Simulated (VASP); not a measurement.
LiH, 4 atoms in the cell. It takes space group P2/m (No. 10, monoclinic). Conventional cell: a = 4.367 Å, b = 2.945 Å, c = 5.807 Å, α = 90.00°, β = 97.70°, γ = 90.00°. Within 2.2 Å of Li (site symmetry 2/m) lie 2 H at 1.67 Å. Within 2.5 Å of Li (site symmetry 2/m) lie 4 H at 1.92 Å. Within 2.2 Å of H (site symmetry m) lie 3 Li at 1.67 to 1.92 Å.  This cell differs from its parent crystal: atoms taken out.

- Program: VASP 6.6.1
- Task: relaxation of cell and atoms
- Functional: PBE
- Potentials or basis: VASP PAW PBE potentials, release 64 (Li_sv, H)
- Cutoff: 600 eV
- k mesh: 6 × 10 × 6
- Occupations: gaussian, width 0.02 eV
- Spin: no spin polarisation
- Dipole correction: no
- Further INCAR settings: ALGO = Normal; EDIFF = 1e-06; IBRION = 2; EDIFFG = -0.01; NSW = 100; ISIF = 3

Potentials or basis: VASP PAW PBE potentials, release 64 (Li_sv, H).

Command:

```sh
$ cat potpaw_PBE.64/Li_sv/POTCAR potpaw_PBE.64/H/POTCAR > POTCAR
$ mpirun -np 1 vasp_std > vasp.out
```

Hardware: 1 thread of Intel(R) Xeon(R) 6975P-C (Granite Rapids), on a shared host.

Problem. Estimate the wall time of this run.

Solution. It took 9.6 min on 1 thread of Intel(R) Xeon(R) 6975P-C (Granite Rapids) (shared host), peak memory 0.23 GiB. Counts: scf iterations 274, k points 120, ion steps 43.
